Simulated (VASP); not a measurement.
# Os (P6_3/mmc) in VASP: notebook

Os is run at these levels: RPBE, revPBE+D3(BJ), BLYP+D4, SVWN5, LDA; tasks: single point.

All numbers are computed with VASP 6.6.1; they aren't measurements. Logs are shortened: lines on timing, memory, paths and dates and some standing lists are left out, and cuts for length are marked.

## Step 1: The cell of the first run

The structure is hexagonal, space group P6_3/mmc (No. 194). Conventional cell: a = 2.678 Å, b = 2.678 Å, c = 4.232 Å, α = 90.00°, β = 90.00°, γ = 120.00°. Os (site symmetry -6m2) has 12 Os at 2.62 to 2.68 Å within 3.5 Å.

## Step 2: Single point, RPBE

The input, INCAR:

```
SYSTEM = Os
PREC = Accurate
ENCUT = 520
EDIFF = 1E-6
ISMEAR = -1
SIGMA = 0.05
LREAL = .FALSE.
LASPH = .TRUE.
NELM = 100
ALGO = Normal
ISIF = 2
LWAVE = .FALSE.
LCHARG = .FALSE.
GGA = RP
NBANDS = 15
```

The input, KPOINTS:

```
Automatic mesh
0
G
  11 11 6
  0 0 0
```

The input, POSCAR:

```
Os
1.0
    2.6782863798      0.0000000000      0.0000000000
   -1.3391431899      2.3194640436      0.0000000000
    0.0000000000      0.0000000000      4.2315181138
Os
2
Direct
    0.6666666667      0.3333333333      0.7500000000
    0.3333333333      0.6666666667      0.2500000000
```

Potentials or basis: VASP PAW PBE potentials, release 64 (Os).

Started as:

```bash
$ cat potpaw_PBE.64/Os/POTCAR > POTCAR
$ mpirun -np 1 vasp_std > vasp.out
```

OUTCAR:

```text
SYSTEM = Os
   PREC = Accurate
   ENCUT = 520
   EDIFF = 1E-6
   ISMEAR = -1
   LREAL = .FALSE.
   LASPH = .TRUE.
   NELM = 100
   ISIF = 2
   GGA = RP

 ion  position               nearest neighbor table
   1  0.667  0.333  0.750-   2 2.62   2 2.62   2 2.62   2 2.62   2 2.62   2 2.62
   2  0.333  0.667  0.250-   1 2.62   1 2.62   1 2.62   1 2.62   1 2.62   1 2.62

  LATTYP: Found a hexagonal cell.
 ALAT       =     2.6782863798
 C/A-ratio  =     1.5799348963

  Lattice vectors:

 A1 = (   2.6782863798,   0.0000000000,   0.0000000000)
 A2 = (  -1.3391431899,   2.3194640436,   0.0000000000)
 A3 = (   0.0000000000,   0.0000000000,   4.2315181138)

Analysis of symmetry for initial positions (statically):
=====================================================================
 Subroutine PRICEL returns:
 Original cell was already a primitive cell.

 Routine SETGRP: Setting up the symmetry group for a
 hexagonal supercell.

 Subroutine GETGRP returns: Found 24 space group operations
 (whereof 12 operations were pure point group operations)
 out of a pool of 24 trial point group operations.

The static configuration has the point symmetry D_3d.
 The point group associated with its full space group is D_6h.

Analysis of symmetry for dynamics (positions and initial velocities):
=====================================================================
 Subroutine PRICEL returns:
 Original cell was already a primitive cell.

 Routine SETGRP: Setting up the symmetry group for a
 hexagonal supercell.

 Subroutine GETGRP returns: Found 24 space group operations
 (whereof 12 operations were pure point group operations)
 out of a pool of 24 trial point group operations.

The dynamic configuration has the point symmetry D_3d.
 The point group associated with its full space group is D_6h.

 Subroutine INISYM returns: Found 24 space group operations
 (whereof 12 operations are pure point group operations),
 and found     1 'primitive' translations

----------------------------------------------------------------------------------------

                                     Primitive cell

  volume of cell :      26.2870

  direct lattice vectors                    reciprocal lattice vectors
     2.678286380  0.000000000  0.000000000     0.373373067  0.215567041  0.000000000
    -1.339143190  2.319464044  0.000000000     0.000000000  0.431134081  0.000000000
     0.000000000  0.000000000  4.231518114     0.000000000  0.000000000  0.236321805

  length of vectors
     2.678286380  2.678286380  4.231518114     0.431134082  0.431134081  0.236321805

  position of ions in fractional coordinates (direct lattice)
     0.666666667  0.333333333  0.750000000
     0.333333333  0.666666667  0.250000000

  ion indices of the primitive-cell ions
   primitive index   ion index
                 1           1
                 2           2

----------------------------------------------------------------------------------------

 KPOINTS: Automatic mesh

Automatic generation of k-mesh.
 Grid dimensions read from file:
 generate k-points for:   11   11    6

 Generating k-lattice:

  Cartesian coordinates                     Fractional coordinates (reciprocal lattice)
     0.033943006  0.019597004  0.000000000     0.090909091  0.000000000  0.000000000
     0.000000000  0.039194007  0.000000000     0.000000000  0.090909091  0.000000000
     0.000000000  0.000000000  0.039386968     0.000000000  0.000000000  0.166666667

  Length of vectors
     0.039194007  0.039194007  0.039386968

  Shift w.r.t. Gamma in fractional coordinates (k-lattice)
     0.000000000  0.000000000  0.000000000

 Subroutine IBZKPT returns following result:
 ===========================================

 Found     64 irreducible k-points:

 Following reciprocal coordinates:
            Coordinates               Weight
  0.000000  0.000000  0.000000      1.000000
  0.090909  0.000000  0.000000      6.000000
  0.181818  0.000000  0.000000      6.000000
  0.272727  0.000000  0.000000      6.000000
  0.363636  0.000000  0.000000      6.000000
  0.454545 -0.000000  0.000000      6.000000
[... 16 lines left out ...]
  0.090909  0.090909  0.166667     12.000000
  0.181818  0.090909  0.166667     24.000000
 [... further k-points ...]
   k-points           NKPTS =     64   k-points in BZ     NKDIM =     64   number of bands    NBANDS=     15
   number of dos      NEDOS =    301   number of ions     NIONS =      2
   total plane-waves  NPLWV =  12800
   dimension x,y,z NGX =    20 NGY =   20 NGZ =   32
   dimension x,y,z NGXF=    40 NGYF=   40 NGZF=   64
   ions per type =               2
   NGX,Y,Z   is equivalent  to a cutoff of  12.41, 12.41, 12.57 a.u.
   NGXF,Y,Z  is equivalent  to a cutoff of  24.83, 24.83, 25.14 a.u.
 SYSTEM =  Os
   PREC   = accura    normal or accurate (medium, high low for compatibility)
   ISTART =      0    job   : 0-new  1-cont  2-samecut
   ICHARG =      2    charge: 1-file 2-atom 10-const
   ISPIN  =      1    spin polarized calculation?
   LNONCOLLINEAR =      F non collinear calculations
   LSORBIT =      F    spin-orbit coupling
   LASPH  =      T    aspherical Exc in radial PAW
   ENCUT  =  520.0 eV  38.22 Ry    6.18 a.u.   4.98  4.98  7.87*2*pi/ulx,y,z
   NELM   =    100;   NELMIN=  2; NELMDL= -5     # of ELM steps
   EDIFF  = 0.1E-05   stopping-criterion for ELM
   LREAL  =      F    real-space projection
   EDIFFG = 0.1E-04   stopping-criterion for IOM
   NSW    =      0    number of steps for IOM
   IBRION =     -1    ionic relax: 0-MD 1-quasi-New 2-CG
   NFREE  =      0    steps in history (QN), initial steepest desc. (CG)
   ISIF   =      2    stress and relaxation
   ISYM   =      2    0-nonsym 1-usesym 2-fastsym
   POTIM  = 0.5000    time-step for ionic-motion
   TEBEG  =    0.0;   TEEND  =   0.0 temperature during run
   PSTRESS=    0.0 pullay stress
   NELECT =      16.0000    total number of electrons
   NUPDOWN=      -1.0000    fix difference up-down
   EMIN   =  10.00;   EMAX   =-10.00  energy-range for DOS
   EFERMI =   0.00;   METHOD = LEGACY
   ISMEAR =    -1;   SIGMA  =   0.05  broadening in eV -4-tet -1-fermi 0-gaus
   EFERMI_NEDOS =   21; number of points for ismear=-14 and -15
   IALGO  =     38    algorithm
   IMIX   =      4    mixing-type and parameters
     AMIX     =   0.40;   BMIX     =  1.00
     AMIX_MAG =   1.60;   BMIX_MAG =  1.00
  volume/ion in A,a.u.               =      13.14        88.70
  Fermi-wavevector in a.u.,A,eV,Ry     =   1.387398  2.621803 26.189507  1.924874
  Thomas-Fermi vector in A             =   2.511623
   LORBIT       =      0    0 simple, 1 ext, 2 COOP (PROOUT), +10 PAW based schemes
   GGA     = RP    functional components
   LHFCALC =     F    Hartree Fock is set to
   AEXX    =    0.0000 exact exchange contribution
   IVDW    =     0    specifies the selected vdW correction
   LEPSILON=     F    determine dielectric tensor
   LRPA    =     F    only Hartree local field effects (RPA)
 non-spin polarized calculation
  energy-cutoff  :      520.00
  volume of cell :       26.29
 maximum number of plane-waves:       722
 NGX is ok and might be reduce to    20
   NGX =  9   NGY =  9   NGZ = 15

 number of electron      16.0000001 magnetization

 Free energy of the ion-electron system (eV)
  ---------------------------------------------------
  ext. energy  EPLUGINS =         0.00000000
  ---------------------------------------------------
  free energy    TOTEN  =       -20.86598633 eV

  energy without entropy =      -20.85408585  energy(sigma->0) =      -20.86003609

 E-fermi :  10.4702     XC(G=0): -14.3955

 val. band max:       10.4525716443   @ k =   0.0909   0.0000   0.3333
 cond. band min:      10.5330425104   @ k =   0.3636   0.0909   0.3333
 fundamental gap:      0.0804708661
 Fermi energy:        10.4702259430

 k-point     1 :       0.0000    0.0000    0.0000
  band No.  band energies     occupation
      1      -0.9910      2.00000
      2       2.1129      2.00000
      3       7.1645      2.00000
      4       7.1645      2.00000
      5       7.4499      2.00000
      6       8.0984      2.00000
      7       8.0984      2.00000
      8       8.8102      2.00000
      9       8.8102      2.00000
     10      10.5539      0.31589
     11      12.3677      0.00000
     12      12.3677      0.00000
     13      20.3744      0.00000
     14      24.4775      0.00000
     15      27.2847      0.00000

 k-point     2 :       0.0909    0.0000    0.0000
  band No.  band energies     occupation
      1      -0.6343      2.00000
      2       2.4268      2.00000
      3       6.5571      2.00000
      4       7.4851      2.00000
      5       7.8425      2.00000
      6       8.0115      2.00000
      7       8.2866      2.00000
      8       8.3988      2.00000
      9       8.5544      2.00000
     10       9.4120      2.00000
     11      12.5495      0.00000
     12      14.1155      0.00000
     13      20.3584      0.00000
     14      25.2327      0.00000
     15      27.7440      0.00000

 k-point     3 :       0.1818    0.0000    0.0000
  band No.  band energies     occupation
      1       0.3436      2.00000
      2       3.1511      2.00000
      3       5.8560      2.00000
      4       6.6913      2.00000
      5       7.3880      2.00000
      6       7.9815      2.00000
      7       8.4139      2.00000
      8       8.7515      2.00000
      9       8.8223      2.00000
     10       9.2619      2.00000
     11      12.9175      0.00000
     12      16.6719      0.00000
     13      20.1671      0.00000
     14      26.7244      0.00000
     15      28.0333      0.00000

 k-point     4 :       0.2727    0.0000    0.0000
  band No.  band energies     occupation
      1       1.6151      2.00000
      2       3.4309      2.00000
      3       5.1767      2.00000
      4       5.8479      2.00000
      5       7.2525      2.00000
      6       7.3762      2.00000
      7       8.2963      2.00000
      8       9.8339      1.99999
      9      10.0718      1.99931
     10      10.5602      0.28390
     11      13.2424      0.00000
     12      19.2391      0.00000
     13      19.7769      0.00000
     14      24.6804      0.00000
     15      26.4217      0.00000
[... 307 lines left out ...]
 k-point    22 :       0.4545   -0.0000    0.1667
  band No.  band energies     occupation
      1       2.3655      2.00000
      2       2.8252      2.00000
      3       4.4518      2.00000
      4       5.6744      2.00000
      5       6.9513      2.00000
      6       8.3099      2.00000
      7       9.5072      2.00000
      8      12.4130      0.00000
      9      12.8240      0.00000
     10      13.3716      0.00000
     11      14.0478      0.00000
     12      17.1156      0.00000
     13      19.9960      0.00000
     14      22.3757      0.00000
     15      23.9902      0.00000

 k-point    23 :       0.0909    0.0909    0.1667
  band No.  band energies     occupation
      1       0.3654      2.00000
      2       3.0826      2.00000
      3       6.0083      2.00000
      4       6.4691      2.00000
      5       7.2810      2.00000
      6       7.6745      2.00000
      7       8.2095      2.00000
      8       8.5736      2.00000
      9       9.3648      2.00000
     10       9.4255      2.00000
     11      12.6979      0.00000
     12      14.9108      0.00000
     13      21.8522      0.00000
     14      25.9166      0.00000
     15      28.1545      0.00000

 k-point    24 :       0.1818    0.0909    0.1667
  band No.  band energies     occupation
      1       1.4489      2.00000
      2       3.8251      2.00000
      3       5.3221      2.00000
      4       5.5505      2.00000
      5       6.8973      2.00000
      6       7.5799      2.00000
      7       8.2346      2.00000
      8       9.2503      2.00000
      9       9.9202      1.99997
     10      10.3439      1.85203
     11      12.8788      0.00000
     12      16.5704      0.00000
     13      21.7520      0.00000
     14      26.4020      0.00000
     15      27.3100      0.00000

 [... further k-points ...]
[... 5 lines left out ...]
  --------------------------------------------------------------------------------------
  -------------------------------------------------------------------------------------
  Total        7.2709903      7.2709903      7.6889336     -0.0000000     -0.0000000      0.0000000
  in kB      443.1627871    443.1627871    468.6361985     -0.0000000     -0.0000000      0.0000000
  external PRESSURE =     451.6539242 kB  Pullay stress =       0.0000000 kB

 VOLUME and BASIS-vectors are now :
 -----------------------------------------------------------------------------
  energy-cutoff  :      520.00
  volume of cell :       26.29
      direct lattice vectors                 reciprocal lattice vectors
     2.678286380  0.000000000  0.000000000     0.373373067  0.215567041  0.000000000
    -1.339143190  2.319464044  0.000000000     0.000000000  0.431134081  0.000000000
     0.000000000  0.000000000  4.231518114     0.000000000  0.000000000  0.236321805

 POSITION                                       TOTAL-FORCE (eV/Angst)
 -----------------------------------------------------------------------------------
      1.33914      0.77315      3.17364         0.000000      0.000000      0.000000
     -0.00000      1.54631      1.05788        -0.000000     -0.000000      0.000000
 -----------------------------------------------------------------------------------
    total drift:                                0.000000     -0.000000     -0.000000

  FREE ENERGIE OF THE ION-ELECTRON SYSTEM (eV)
  ---------------------------------------------------
  free  energy   TOTEN  =       -20.8659863285 eV

  energy  without entropy=      -20.8540858479  energy(sigma->0) =      -20.86003609
```

Wall time 14 s (1 thread of Intel Xeon Platinum 8375C at 2.90GHz (Ice Lake), shared host); peak memory 0.15 GiB.

What came out:

```yaml
Free_energy: -20.8660 eV
Pressure: 45.2 GPa
Band_gap_on_the_k_mesh: zero (band 8 reaches 12.85 eV, above the bottom of band 9 at 8.55 eV)
```

Caveat: the PAW data sets were made with another functional, which shifts forces and pressure a little; spin-orbit coupling is left out, which moves the levels of the heavy elements.

(Continued in part 2 of 2.)
